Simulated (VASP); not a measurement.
# C in VASP: further runs

The runs below take C through relaxation of the atoms, single point, with PBE+D3(BJ).

All numbers are computed with VASP 6.6.1; they aren't measurements. Logs are shortened: lines on timing, memory, paths and dates and some standing lists are left out, and cuts for length are marked.

**1. The cell of the first run**

The cell holds a slab with vacuum, 4 atoms: a = 2.456 Å, b = 2.456 Å, c = 20.503 Å, α = 90.00°, β = 90.00°, γ = 60.00°.

**2. Relaxation of the atoms, PBE+D3(BJ)**

INCAR reads:

```
SYSTEM = C
PREC = Accurate ; ENCUT = 520
EDIFF = 1E-6 ; ISMEAR = 0
SIGMA = 0.05 ; LREAL = .FALSE.
LASPH = .TRUE. ; NELM = 80
ALGO = Normal ; ISIF = 2
LWAVE = .FALSE. ; LCHARG = .FALSE.
LDIPOL = .TRUE. ; IDIPOL = 3
DIPOL = 0.5 0.5 0.500 ; GGA = PE
IVDW = 12 ; IBRION = 2
NSW = 60 ; EDIFFG = -0.04
```

KPOINTS reads:

```
Automatic mesh
0
G
  12 12 1
  0 0 0
```

POSCAR reads:

```
C
1.0
    2.4564546500      0.0000000000      0.0000000000
    1.2281170900      2.1274157700      0.0000000000
    0.0000000000      0.0000000000     20.5034818813
C
4
Direct
    0.1574584200      0.1574584200      0.4145637336
    0.4908076800      0.4908076800      0.4145955219
    0.4815914700      0.4815914700      0.5854044781
    0.8149407200      0.8149407200      0.5854362664
```

Potentials or basis: VASP PAW PBE potentials, release 64 (C).

Run with:

```bash
$ cat potpaw_PBE.64/C/POTCAR > POTCAR
$ mpirun -np 1 vasp_std > vasp.out
```

OUTCAR:

```text
SYSTEM = C
   PREC = Accurate
   ENCUT = 520
   EDIFF = 1E-6
   ISMEAR = 0
   LREAL = .FALSE.
   LASPH = .TRUE.
   NELM = 80
   ISIF = 2
   GGA = PE
   IVDW = 12
   IBRION = 2
   NSW = 60
   EDIFFG = -0.04
 IVDW          = 12

 ion  position               nearest neighbor table
   1  0.157  0.157  0.415-   2 1.42   2 1.42   2 1.42
   2  0.491  0.491  0.415-   1 1.42   1 1.42   1 1.42
   3  0.482  0.482  0.585-   4 1.42   4 1.42   4 1.42
   4  0.815  0.815  0.585-   3 1.42   3 1.42   3 1.42

  LATTYP: Found a base centered orthorhombic cell.
 ALAT       =     2.4565648821
 B/A-ratio  =     1.7319471781
 C/A-ratio  =     8.3464035618

  Lattice vectors:

 A1 = (  -1.2281170900,  -2.1274157700,   0.0000000000)
 A2 = (   2.4564546500,   0.0000000000,   0.0000000000)
 A3 = (   0.0000000000,   0.0000000000,  20.5034818813)

Analysis of symmetry for initial positions (statically):
=====================================================================
 Subroutine PRICEL returns:
 Original cell was already a primitive cell.

 Routine SETGRP: Setting up the symmetry group for a
 base centered orthorhombic supercell.

 Subroutine GETGRP returns: Found  4 space group operations
 (whereof  2 operations were pure point group operations)
 out of a pool of  8 trial point group operations.

The static configuration has the point symmetry C_1h.
 The point group associated with its full space group is C_2h.

Analysis of symmetry for dynamics (positions and initial velocities):
=====================================================================
 Subroutine PRICEL returns:
 Original cell was already a primitive cell.

 Routine SETGRP: Setting up the symmetry group for a
 base centered orthorhombic supercell.

 Subroutine GETGRP returns: Found  4 space group operations
 (whereof  2 operations were pure point group operations)
 out of a pool of  8 trial point group operations.

The dynamic configuration has the point symmetry C_1h.
 The point group associated with its full space group is C_2h.

 Subroutine INISYM returns: Found  4 space group operations
 (whereof  2 operations are pure point group operations),
 and found     1 'primitive' translations

----------------------------------------------------------------------------------------

                                     Primitive cell

  volume of cell :     107.1492

  direct lattice vectors                    reciprocal lattice vectors
     2.456454650  0.000000000  0.000000000     0.407090764 -0.235005837  0.000000000
     1.228117090  2.127415770  0.000000000     0.000000000  0.470053863  0.000000000
     0.000000000  0.000000000 20.503481881     0.000000000  0.000000000  0.048772204

  length of vectors
     2.456454650  2.456454650 20.503481881     0.470053862  0.470053863  0.048772204

  position of ions in fractional coordinates (direct lattice)
     0.157458420  0.157458420  0.414563734
     0.490807680  0.490807680  0.414595522
     0.481591470  0.481591470  0.585404478
     0.814940720  0.814940720  0.585436266

  ion indices of the primitive-cell ions
   primitive index   ion index
                 1           1
                 2           2
                 3           3
                 4           4

----------------------------------------------------------------------------------------

 KPOINTS: Automatic mesh

Automatic generation of k-mesh.
 Grid dimensions read from file:
 generate k-points for:   12   12    1

 Generating k-lattice:

  Cartesian coordinates                     Fractional coordinates (reciprocal lattice)
     0.033924230 -0.019583820  0.000000000     0.083333333  0.000000000  0.000000000
     0.000000000  0.039171155  0.000000000     0.000000000  0.083333333  0.000000000
     0.000000000  0.000000000  0.048772204     0.000000000  0.000000000  1.000000000

  Length of vectors
     0.039171155  0.039171155  0.048772204

  Shift w.r.t. Gamma in fractional coordinates (k-lattice)
     0.000000000  0.000000000  0.000000000

 Subroutine IBZKPT returns following result:
 ===========================================

 Found     43 irreducible k-points:

 Following reciprocal coordinates:
            Coordinates               Weight
  0.000000  0.000000  0.000000      1.000000
  0.083333 -0.000000  0.000000      4.000000
  0.166667  0.000000  0.000000      4.000000
  0.250000  0.000000  0.000000      4.000000
  0.333333  0.000000  0.000000      4.000000
  0.416667  0.000000  0.000000      4.000000
[... 16 lines left out ...]
  0.500000  0.166667  0.000000      4.000000
 -0.416667  0.166667  0.000000      4.000000
 [... further k-points ...]
   k-points           NKPTS =     43   k-points in BZ     NKDIM =     43   number of bands    NBANDS=     12
   number of dos      NEDOS =    301   number of ions     NIONS =      4
   total plane-waves  NPLWV =  51840
   dimension x,y,z NGX =    18 NGY =   18 NGZ =  160
   dimension x,y,z NGXF=    36 NGYF=   36 NGZF=  320
   ions per type =               4
   NGX,Y,Z   is equivalent  to a cutoff of  12.18, 12.18, 12.97 a.u.
   NGXF,Y,Z  is equivalent  to a cutoff of  24.36, 24.36, 25.95 a.u.
 SYSTEM =  C
   PREC   = accura    normal or accurate (medium, high low for compatibility)
   ISTART =      0    job   : 0-new  1-cont  2-samecut
   ICHARG =      2    charge: 1-file 2-atom 10-const
   ISPIN  =      1    spin polarized calculation?
   LNONCOLLINEAR =      F non collinear calculations
   LSORBIT =      F    spin-orbit coupling
   LASPH  =      T    aspherical Exc in radial PAW
   ENCUT  =  520.0 eV  38.22 Ry    6.18 a.u.   4.57  4.57 38.12*2*pi/ulx,y,z
   NELM   =     80;   NELMIN=  2; NELMDL= -5     # of ELM steps
   EDIFF  = 0.1E-05   stopping-criterion for ELM
   LREAL  =      F    real-space projection
   EDIFFG = -.4E-01   stopping-criterion for IOM
   NSW    =     60    number of steps for IOM
   IBRION =      2    ionic relax: 0-MD 1-quasi-New 2-CG
   NFREE  =      1    steps in history (QN), initial steepest desc. (CG)
   ISIF   =      2    stress and relaxation
   ISYM   =      2    0-nonsym 1-usesym 2-fastsym
   POTIM  = 0.5000    time-step for ionic-motion
   TEBEG  =    0.0;   TEEND  =   0.0 temperature during run
   PSTRESS=    0.0 pullay stress
   NELECT =      16.0000    total number of electrons
   NUPDOWN=      -1.0000    fix difference up-down
   EMIN   =  10.00;   EMAX   =-10.00  energy-range for DOS
   EFERMI =   0.00;   METHOD = LEGACY
   ISMEAR =     0;   SIGMA  =   0.05  broadening in eV -4-tet -1-fermi 0-gaus
   EFERMI_NEDOS =   21; number of points for ismear=-14 and -15
   IALGO  =     38    algorithm
   IMIX   =      4    mixing-type and parameters
     AMIX     =   0.40;   BMIX     =  1.00
     AMIX_MAG =   1.60;   BMIX_MAG =  1.00
  volume/ion in A,a.u.               =      26.79       180.77
  Fermi-wavevector in a.u.,A,eV,Ry     =   0.868531  1.641285 10.263498  0.754346
  Thomas-Fermi vector in A             =   1.987223
   LORBIT       =      0    0 simple, 1 ext, 2 COOP (PROOUT), +10 PAW based schemes
   GGA     = PE    functional components
   LHFCALC =     F    Hartree Fock is set to
   AEXX    =    0.0000 exact exchange contribution
   IVDW    =    12    specifies the selected vdW correction
   LEPSILON=     F    determine dielectric tensor
   LRPA    =     F    only Hartree local field effects (RPA)
 conjugate gradient relaxation of ions
 non-spin polarized calculation
 Gauss-broadening in eV      SIGMA  =   0.05
  energy-cutoff  :      520.00
  volume of cell :      107.15
 maximum number of plane-waves:      2930
   NGX =  9   NGY =  9   NGZ = 77

 dipolmoment           0.000000      0.000000      0.000000 electrons x Angstroem

 number of electron      16.0000003 magnetization

 dipolmoment           0.000000      0.000000     -0.000000 electrons x Angstroem

 Free energy of the ion-electron system (eV)
  ---------------------------------------------------
  ext. energy  EPLUGINS =         0.00000000
  ---------------------------------------------------
  free energy    TOTEN  =       -36.87457732 eV

  energy without entropy =      -36.87381681  energy(sigma->0) =      -36.87419707

 E-fermi :  -1.2896     XC(G=0):  -3.8250

 val. band max:       -1.2982033751   @ k =  -0.3333   0.3333   0.0000
 cond. band min:      -1.2809116432   @ k =  -0.3333   0.3333   0.0000
 fundamental gap:      0.0172917319
 Fermi energy:        -1.2895575091

 k-point     1 :       0.0000    0.0000    0.0000
  band No.  band energies     occupation
      1     -20.9474      2.00000
      2     -20.8411      2.00000
      3      -9.3576      2.00000
      4      -8.5810      2.00000
      5      -4.3212      2.00000
      6      -4.3194      2.00000
      7      -4.3161      2.00000
      8      -4.3132      2.00000
      9       2.0670      0.00000
     10       2.4721      0.00000
     11       3.2022      0.00000
     12       4.3420      0.00000

 k-point     2 :       0.0833   -0.0000    0.0000
  band No.  band energies     occupation
      1     -20.7816      2.00000
      2     -20.6765      2.00000
      3      -9.1576      2.00000
      4      -8.3863      2.00000
      5      -4.9773      2.00000
      6      -4.9667      2.00000
      7      -4.6639      2.00000
      8      -4.6549      2.00000
      9       2.2893      0.00000
     10       2.6972      0.00000
     11       3.4302      0.00000
     12       4.5683      0.00000
[... 301 lines left out ...]
 k-point    23 :       0.5000    0.1667    0.0000
  band No.  band energies     occupation
      1     -16.4671      2.00000
      2     -16.3917      2.00000
      3     -12.7554      2.00000
      4     -12.7047      2.00000
      5      -9.3871      2.00000
      6      -9.3567      2.00000
      7      -4.2311      2.00000
      8      -3.7003      2.00000
      9       1.1035      0.00000
     10       1.4091      0.00000
     11       8.1937      0.00000
     12       8.5589      0.00000

 k-point    24 :      -0.4167    0.1667    0.0000
  band No.  band energies     occupation
      1     -15.1964      2.00000
      2     -15.1574      2.00000
      3     -14.1985      2.00000
      4     -14.1708      2.00000
      5      -9.5734      2.00000
      6      -9.5416      2.00000
      7      -3.2194      2.00000
      8      -2.9344      2.00000
      9       0.1079      0.00000
     10       0.2694      0.00000
     11       8.6474      0.00000
     12       8.8602      0.00000

 [... further k-points ...]

------------------------ aborting loop because EDIFF is reached ----------------------------------------

 vacuum level on the upper side and lower side of the slab       (xc-potential included)        -0.144        -0.144

 Edisp (eV)   -0.46565

 E8    (eV) :    -0.1387

  FORCE on cell =-STRESS in cart. coord.  units (eV):
  Direction    XX          YY          ZZ          XY          YZ          ZX
  --------------------------------------------------------------------------------------
  -------------------------------------------------------------------------------------
  Total       1.21945     1.21187    -0.12970     0.00657    -0.00049    -0.00084
  in kB      18.23418    18.12077    -1.93939     0.09823    -0.00728    -0.01261
  external pressure =       11.47 kB  Pullay stress =        0.00 kB

 VOLUME and BASIS-vectors are now :
 -----------------------------------------------------------------------------
  energy-cutoff  :      520.00
  volume of cell :      107.15
      direct lattice vectors                 reciprocal lattice vectors
     2.456454650  0.000000000  0.000000000     0.407090764 -0.235005837  0.000000000
     1.228117090  2.127415770  0.000000000     0.000000000  0.470053863  0.000000000
     0.000000000  0.000000000 20.503481881     0.000000000  0.000000000  0.048772204

 POSITION                                       TOTAL-FORCE (eV/Angst)
 -----------------------------------------------------------------------------------
      0.58017      0.33498      8.50000         0.002990      0.001727      0.016626
      1.80842      1.04415      8.50065        -0.002741     -0.001583      0.013668
      1.77446      1.02455     12.00283         0.002741      0.001583     -0.013668
      3.00271      1.73372     12.00348        -0.002990     -0.001727     -0.016626
 -----------------------------------------------------------------------------------
    total drift:                               -0.000007     -0.000004      0.000000

  FREE ENERGIE OF THE ION-ELECTRON SYSTEM (eV)
  ---------------------------------------------------
  free  energy   TOTEN  =       -37.3402297732 eV

  energy  without entropy=      -37.3394692596  energy(sigma->0) =      -37.33984952

 reached required accuracy - stopping structural energy minimisation

 vacuum level on the upper side and lower side of the slab         2.838         2.838
```

Wall time 90 s (1 thread of Intel Xeon 8259CL, shared host); peak memory 0.23 GiB.

What came out:

```yaml
Free_energy: -37.3402 eV
Largest_force_after_relaxing: 0.017 eV/Å
Dispersion_energy_per_atom: -0.116 eV
```

Forces in eV/Å, atoms in the order of the input:
```
C    0.003  0.002  0.017
C   -0.003 -0.002  0.014
C    0.003  0.002 -0.014
C   -0.003 -0.002 -0.017
```

Final structure:
```xyz
4
Lattice="2.4565 0.0000 0.0000 1.2281 2.1274 0.0000 0.0000 0.0000 20.5035" Properties=species:S:1:pos:R:3 pbc="T T T"
C     0.5802    0.3350    8.5000
C     1.8084    1.0442    8.5007
C     1.7745    1.0245   12.0028
C     3.0027    1.7337   12.0035
```

Caveat: the relaxation stopped at its first step, so nothing moved.

**3. Single point, PBE+D3(BJ)**

INCAR reads:

```
SYSTEM = C
PREC = Accurate
ENCUT = 520
EDIFF = 1E-6
ISMEAR = 0
SIGMA = 0.05
LREAL = .False.
LASPH = .True.
NELM = 100
ALGO = Normal
ISIF = 2
LWAVE = .False.
LCHARG = .False.
LDIPOL = .True.
IDIPOL = 3
DIPOL = 0.5 0.5 0.500
GGA = PE
IVDW = 12
NBANDS = 16
```

KPOINTS reads:

```
regular mesh
0
Gamma
  12 12 1
  0 0 0
```

POSCAR, as its differences from that of step 2:

```diff
@@ -2,4 +2,4 @@
 1.0
-    2.4564546500      0.0000000000      0.0000000000
-    1.2281170900      2.1274157700      0.0000000000
+    2.4564546498      0.0000000001      0.0000000000
+    1.2281170900      2.1274157703      0.0000000000
     0.0000000000      0.0000000000     20.5034818813
```

Potentials or basis: VASP PAW PBE potentials, release 64 (C).

Run with:

```bash
$ cat potpaw_PBE.64/C/POTCAR > POTCAR
$ mpirun -np 1 vasp_std > vasp.out
```

It took 77 s on 1 thread of Intel Xeon Platinum 8375C at 2.90GHz (Ice Lake), shared host; peak memory 0.23 GiB.

Results (log left out):

| Property | Result |
| --- | --- |
| Free energy | -37.3402 eV |
| Largest force | 0.017 eV/Å |
| Dispersion energy per atom | -0.116 eV |

Forces on the atoms (eV/Å):
```
C    0.003  0.002  0.017
C   -0.003 -0.002  0.014
C    0.003  0.002 -0.014
C   -0.003 -0.002 -0.017
```

Levels at points of the mesh, in eV from the Fermi level:
| k point | band 6 | band 7 | band 8 | band 9 | band 10 | band 11 |
| --- | --- | --- | --- | --- | --- | --- |
| (0.00, 0.00, 0.00) | -3.03 | -3.03 | -3.02 | 3.36 | 3.76 | 4.48 |
| (0.50, 0.00, 0.00) | -6.43 | -2.53 | -2.24 | 1.55 | 1.86 | 7.42 |
| (0.50, 0.50, 0.00) | -6.43 | -2.51 | -2.27 | 1.58 | 1.84 | 7.42 |
